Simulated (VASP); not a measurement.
# Ag3Ru17 in VASP: further runs

Runs on Ag3Ru17. Level: PBE. Tasks: single point.

All numbers are computed with VASP 6.6.1; they aren't measurements. Logs are shortened: lines on timing, memory, paths and dates and some standing lists are left out, and cuts for length are marked.

### Step 1. The cell of the first run

The typed cell holds 20 atoms: a = 6.453 Å, b = 6.453 Å, c = 7.265 Å, α = 76.39°, β = 76.39°, γ = 86.01°.

### Step 2. Single point, PBE

Contents of INCAR:

```
SYSTEM = Ag3Ru17
  PREC = Accurate
  ENCUT = 520
  EDIFF = 1E-7
  ISMEAR = 0
  SIGMA = 0.1
  LREAL = Auto
  LASPH = .True.
  NELM = 100
  ALGO = Fast
  ISIF = 2
  LWAVE = .False.
  LCHARG = .False.
  GGA = PE
  ISYM = 0
  NBANDS = 152
```

Contents of KPOINTS:

```
Automatic mesh
0
Gamma
  2 2 2
  0.5 0.5 0.5
```

Contents of POSCAR:

```
Ag3Ru17
1.0
    4.0906918245     -2.3529421772     -4.4010386432
    4.0908164866     -2.3529569846      4.4011635288
   -1.4034184036     -7.1278427097     -0.0000074563
Ru Ag
17 3
Direct
    0.1445068073      0.3949251476      0.5918060685
    0.9379011214      0.1883010686      0.4104788640
    0.6388013871      0.8891635936      0.5987488531
    0.4401005077      0.6904542588      0.4059528511
    0.2402274237      0.4906134095      0.2052518291
    0.5375409112      0.7879093373      0.9985841415
    0.3418676075      0.5922318832      0.7974043808
    0.0674197995      0.8006370623      0.5983385024
    0.8665417837      0.5980735176      0.4001612210
    0.5502282954      0.3178067941      0.5983297450
    0.3476555800      0.1169763754      0.4001954784
    0.1725091821      0.8940747328      0.2023935392
    0.9737693228      0.7051499614      0.0007292359
    0.7451369539      0.5233061945      0.7962579430
    0.6436612901      0.4228581988      0.2023864233
    0.4547199337      0.2241470069      0.0007299484
    0.2729275575     -0.0045091686      0.7963038009
    0.0385152320      0.2889150660      1.0019487987
    0.8399982290      0.0903969534      0.8002258103
    0.7391176266      0.9895313248      0.2034924302
```

Potentials or basis: VASP PAW PBE potentials, release 64 (Ru_pv, Ag).

Started as:

```
$ cat potpaw_PBE.64/Ru_pv/POTCAR potpaw_PBE.64/Ag/POTCAR > POTCAR
$ mpirun -np 1 vasp_std > vasp.out
```

OUTCAR:

```text
SYSTEM = Ag3Ru17
   PREC = Accurate
   ENCUT = 520
   EDIFF = 1E-7
   ISMEAR = 0
   LREAL = Auto
   LASPH = .True.
   NELM = 100
   ISIF = 2
   GGA = PE
   ISYM = 0

 ion  position               nearest neighbor table
   1  0.145  0.395  0.592-  11 2.62   9 2.62   8 2.64  10 2.64   5 2.66   4 2.68   2 2.68   7 2.74
                            19 2.78  18 2.82  14 2.83  17 2.83
   2  0.938  0.188  0.410-  11 2.64   9 2.64  19 2.68   1 2.68   3 2.71  10 2.73   8 2.73  20 2.76
                             5 2.76  18 2.81  15 2.84  12 2.84
   3  0.639  0.889  0.599-  14 2.60  17 2.60   4 2.68   7 2.71   2 2.71  20 2.72  19 2.75   6 2.75
                             9 2.77  11 2.77   8 2.78  10 2.78
   4  0.440  0.690  0.406-  15 2.62  12 2.62  10 2.62   8 2.62   3 2.68   1 2.68   7 2.69   5 2.73
                            20 2.73   9 2.77  11 2.77   6 2.80
   5  0.240  0.491  0.205-  15 2.61  12 2.61  11 2.63   9 2.63  16 2.64  13 2.64   1 2.66   6 2.72
                             4 2.73  18 2.76   2 2.76   7 2.81
   6  0.538  0.788  0.999-  17 2.61  14 2.61  12 2.61  15 2.61   7 2.70   5 2.72   3 2.75  19 2.75
                            20 2.77   4 2.80  13 2.83  16 2.83
   7  0.342  0.592  0.797-  14 2.61  17 2.61  16 2.64  13 2.64  10 2.64   8 2.64   4 2.69   6 2.70
                             3 2.71   1 2.74  18 2.77   5 2.81
   8  0.067  0.801  0.598-   4 2.62   1 2.64   7 2.64  17 2.72  11 2.72  12 2.72   2 2.73   9 2.73
                            14 2.74  13 2.77  19 2.77   3 2.78
   9  0.867  0.598  0.400-   1 2.62   5 2.63   2 2.64  15 2.72  10 2.72   8 2.73  14 2.73  12 2.74
[... 9 lines left out ...]
  14  0.745  0.523  0.796-   3 2.60   7 2.61   6 2.61  16 2.70  10 2.72   9 2.73   8 2.74  15 2.79
                            13 2.80  19 2.81  18 2.82   1 2.83
  15  0.644  0.423  0.202-   5 2.61   6 2.61   4 2.62  16 2.69   9 2.72  10 2.72  11 2.74  14 2.79
                            13 2.80  18 2.81  20 2.82   2 2.84
  16  0.455  0.224  0.001-   7 2.64   5 2.64  15 2.69  18 2.69  14 2.70  11 2.75  19 2.76  10 2.77
                            20 2.77  12 2.80  17 2.80   6 2.83
  17  0.273  0.995  0.796-   3 2.60   7 2.61   6 2.61  13 2.70   8 2.72  11 2.73  10 2.74  12 2.79
                            16 2.80  19 2.81  18 2.82   1 2.83
  18  0.039  0.289  0.002-  16 2.69  13 2.69  19 2.72  20 2.73   5 2.76   7 2.77   2 2.81  15 2.81
                            12 2.81   1 2.82  14 2.82  17 2.82
  19  0.840  0.090  0.800-   2 2.68  18 2.72   3 2.75   6 2.75  13 2.76  16 2.76  20 2.77   8 2.77
                            10 2.77   1 2.78  14 2.81  17 2.81
  20  0.739  0.990  0.203-   3 2.72   4 2.73  18 2.73   2 2.76   6 2.77   9 2.77  11 2.77  16 2.77
                            13 2.77  19 2.77  15 2.82  12 2.82

IMPORTANT INFORMATION: All symmetrisations will be switched off!
NOSYMM: (Re-)initialisation of all symmetry stuff for point group C_1.

----------------------------------------------------------------------------------------

                                     Primitive cell

  volume of cell :     285.7232

  direct lattice vectors                    reciprocal lattice vectors
     4.090691825 -2.352942177 -4.401038643     0.109794432 -0.021617576 -0.113609525
     4.090816487 -2.352956985  4.401163529     0.109791194 -0.021617176  0.113606342
[... 120 lines left out ...]
     AMIX_MAG =   1.60;   BMIX_MAG =  1.00
  volume/ion in A,a.u.               =      14.29        96.41
  Fermi-wavevector in a.u.,A,eV,Ry     =   1.608482  3.039589 35.201168  2.587213
  Thomas-Fermi vector in A             =   2.704344
   LORBIT       =      0    0 simple, 1 ext, 2 COOP (PROOUT), +10 PAW based schemes
   GGA     = PE    functional components
   LHFCALC =     F    Hartree Fock is set to
   AEXX    =    0.0000 exact exchange contribution
   IVDW    =     0    specifies the selected vdW correction
   LEPSILON=     F    determine dielectric tensor
   LRPA    =     F    only Hartree local field effects (RPA)
 non-spin polarized calculation
 RMM-DIIS sequential band-by-band and
 Gauss-broadening in eV      SIGMA  =   0.10
  energy-cutoff  :      520.00
  volume of cell :      285.72
 maximum number of plane-waves:      7710
   NGX = 23   NGY = 23   NGZ = 27

 number of electron     271.0000021 magnetization

 Free energy of the ion-electron system (eV)
  ---------------------------------------------------
  ext. energy  EPLUGINS =         0.00000000
  ---------------------------------------------------
  free energy    TOTEN  =      -160.20888453 eV

  energy without entropy =     -160.12175459  energy(sigma->0) =     -160.16531956

 E-fermi :  11.7608     XC(G=0): -13.7204

 val. band max:       11.7495147058   @ k =  -0.2500   0.2500   0.2500
 cond. band min:      11.8132968787   @ k =  -0.2500  -0.2500   0.2500
 fundamental gap:      0.0637821728
 Fermi energy:        11.7608459713

 k-point     1 :       0.2500    0.2500    0.2500
  band No.  band energies     occupation
      1     -31.6601      2.00000
      2     -31.6127      2.00000
      3     -31.5773      2.00000
      4     -31.5634      2.00000
      5     -31.5398      2.00000
      6     -31.5269      2.00000
[... 589 lines left out ...]
    146      12.8038      0.00000
    147      12.9149      0.00000
 [bands above 147 left out]

------------------------ aborting loop because EDIFF is reached ----------------------------------------

  FORCE on cell =-STRESS in cart. coord.  units (eV):
  Direction    XX          YY          ZZ          XY          YZ          ZX
  --------------------------------------------------------------------------------------
  -------------------------------------------------------------------------------------
  Total       -0.2261400     -0.2550717     -0.1331688      0.0039749     -0.0001120     -0.0044443
  in kB       -1.2680678     -1.4303005     -0.7467368      0.0222888     -0.0006278     -0.0249214
  external PRESSURE =      -1.1483684 kB  Pullay stress =       0.0000000 kB

 VOLUME and BASIS-vectors are now :
 -----------------------------------------------------------------------------
  energy-cutoff  :      520.00
  volume of cell :      285.72
      direct lattice vectors                 reciprocal lattice vectors
     4.090691825 -2.352942177 -4.401038643     0.109794432 -0.021617576 -0.113609525
     4.090816487 -2.352956985  4.401163529     0.109791194 -0.021617176  0.113606342
    -1.403418404 -7.127842710 -0.000007456    -0.072486715 -0.126022816  0.000000815

 POSITION                                       TOTAL-FORCE (eV/Angst)
 -----------------------------------------------------------------------------------
      1.37615     -5.48756      1.10215        -0.012028      0.000386     -0.000022
      4.03090     -5.57572     -3.29900        -0.020948     -0.000735     -0.000282
      5.41025     -7.86301      1.10196         0.002599      0.019757      0.000568
      4.05512     -5.55371      1.10190         0.013879      0.009334      0.002088
      2.70165     -3.18264      1.10202         0.012580      0.016722      0.001415
      4.02068    -10.23647      1.10197        -0.016571     -0.002362     -0.001694
[... 12 lines left out ...]
      2.68292     -7.89305     -3.29902         0.026872     -0.034623     -0.000277
      6.78591     -5.51789      1.10220         0.015312     -0.010382     -0.001218
 -----------------------------------------------------------------------------------
    total drift:                                0.007282     -0.000567     -0.001935

  FREE ENERGIE OF THE ION-ELECTRON SYSTEM (eV)
  ---------------------------------------------------
  free  energy   TOTEN  =      -160.2088845311 eV

  energy  without entropy=     -160.1217545907  energy(sigma->0) =     -160.16531956
```

stdout:

```text
POSCAR found type information on POSCAR RuAg
 POSCAR found :  2 types and      20 ions
 scaLAPACK will be used
 LDA part: xc-table for (Slater+PW92), standard interpolation
 POSCAR, INCAR and KPOINTS ok, starting setup
 FFT: planning ... GRIDC
 FFT: planning ... GRID_SOFT
 FFT: planning ... GRID
 WAVECAR not read
 entering main loop
WARNING in EDDRMM: call to ZHEGV failed, returncode =   8  4     52
```

Run time: 13 min. Hardware: 1 thread of Intel Xeon 8259CL, shared host; peak memory 0.43 GiB.

Results:

| Quantity | Value |
| --- | --- |
| Free energy | -160.2089 eV |
| Pressure | -0.1 GPa |
| Largest force | 0.044 eV/Å |
| Band gap on the k mesh | zero (an odd number of electrons rules out a gap without spin polarisation) |

Forces in eV/Å, atoms in the order of the input:
```
Ru  -0.012  0.000  0.000
Ru  -0.021 -0.001  0.000
Ru   0.003  0.020  0.001
Ru   0.014  0.009  0.002
Ru   0.013  0.017  0.001
Ru  -0.017 -0.002 -0.002
Ru  -0.017 -0.008  0.002
Ru  -0.010  0.004  0.012
Ru  -0.003  0.008  0.003
Ru  -0.010  0.003 -0.012
Ru  -0.003  0.010 -0.005
Ru   0.007  0.000  0.015
Ru   0.006 -0.008 -0.010
Ru   0.010 -0.012 -0.014
Ru   0.009 -0.002 -0.015
Ru   0.007 -0.008  0.008
Ru   0.010 -0.009  0.015
Ag  -0.026  0.023  0.000
Ag   0.027 -0.035  0.000
Ag   0.015 -0.010 -0.001
```

Caveat: the k points lie up to 0.50 Å⁻¹ apart, too coarse for converged energies and pressures of a metal.

(Continued in part 2 of 2.)
